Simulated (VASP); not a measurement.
A run of VASP 6.6.1 is set up as follows.

The input INCAR:

```
SYSTEM = Ta
PREC     = Accurate       ! precision mode
ENCUT    = 600            ! plane-wave cutoff, eV
EDIFF    = 1E-6           ! SCF threshold, eV
ISMEAR   = -1             ! smearing method
SIGMA    = 0.08           ! smearing width, eV
LREAL    = .FALSE.        ! projectors in reciprocal space
LASPH    = .TRUE.         ! aspherical terms in the spheres
NELM     = 100            ! most SCF steps
ALGO     = Normal         ! electronic algorithm
ISIF     = 3              ! what is computed and relaxed
LWAVE    = .FALSE.        ! write WAVECAR
LCHARG   = .FALSE.        ! write CHGCAR
GGA      = PE             ! functional
IBRION   = 2              ! ionic algorithm
NSW      = 32             ! ionic steps
EDIFFG   = -0.005         ! ionic threshold
PSTRESS  = 540.0
```

Contents of KPOINTS:

```
Automatic mesh
0
G
  16 16 9
  0 0 0
```

POSCAR

```
Ta
1.0
    2.7253596797      0.0000000000      0.0000000000
   -1.3626798399      2.3602307171      0.0000000000
    0.0000000000      0.0000000000      4.7784744550
Ta
2
Direct
    0.3333333333      0.6666666667      0.2500000000
    0.6666666667      0.3333333333      0.7500000000
```

Potentials or basis: VASP PAW PBE potentials, release 64 (Ta_pv).

Launch:

```sh
$ cat potpaw_PBE.64/Ta_pv/POTCAR > POTCAR
$ mpirun -np 1 vasp_std > vasp.out
```

Q: Estimate the band gap on the k mesh.

A: Zero (bands 11 and 12 overlap by 2.76 eV).

Q: What does it give for the relaxed cell?

A: a = 2.727 Å, b = 2.727 Å, c = 4.781 Å, α = 90.00°, β = 90.00°, γ = 120.00°.

Final structure:
```yaml
crystal:
  lattice:
    - [2.72690, 0.00000, 0.00000]
    - [-1.36345, 2.36156, 0.00000]
    - [0.00000, 0.00000, 4.78055]
  atoms:
    - { symbol: Ta, position: [0.33333, 0.66667, 0.25000] }
    - { symbol: Ta, position: [0.66667, 0.33333, 0.75000] }
```

Caveat: the cell is relaxed towards a set pressure, so the run minimises the enthalpy, not the energy; spin-orbit coupling is left out, which moves the levels of the heavy elements.
